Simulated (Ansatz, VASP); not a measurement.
**Ag in VASP and in Ansatz**

```
Ag
1.0
    -1.61256    1.61256    1.61256
     1.61256   -1.61256    1.61256
     3.22511    3.22511    0.00000
Ag
2
Direct
  0.02193 0.97807 0.00000
  0.47807 0.52193 0.50000
```

Change from the starting cell: mode 1 (-24.9 1/cm) frozen in, largest displacement +0.100 Å.

Alike in both runs: task single point; functional PBEsol; k mesh 22 × 22 × 14; occupations gaussian, width 0.15 eV; no spin polarisation.

|  | VASP | Ansatz |
| --- | --- | --- |
| version | VASP 6.6.1 | Ansatz 0.2.0 |
| potentials or method | VASP PAW PBE potentials, release 64 (Ag), cutoff 520 eV | scalar-relativistic, plane waves, PAW |
| valence electrons in the cell | 22 | 38 |

Ansatz gave:

* gap on the k mesh at the Fermi level (eV): none
* pressure (GPa): 0.0
* traceless stress, the component that is largest in VASP (GPa): -0.27
* rms of the force components (eV/Å): 0.010

Task: Which values does VASP return?

Result: gap on the k mesh at the Fermi level (eV): none; pressure (GPa): -0.2; traceless stress, the component that is largest in VASP (GPa): -0.28; rms of the force components (eV/Å): 0.010.

VASP's potentials were made for PBE, not for PBEsol. Atom by atom the forces differ by 0.000 eV/Å (rms over components). A gap of «none» marks a metal or a gap that the smearing closes. VASP's potentials hold 22 valence electrons a cell and Ansatz's 38, so a difference there can come from the potentials and not from the codes.
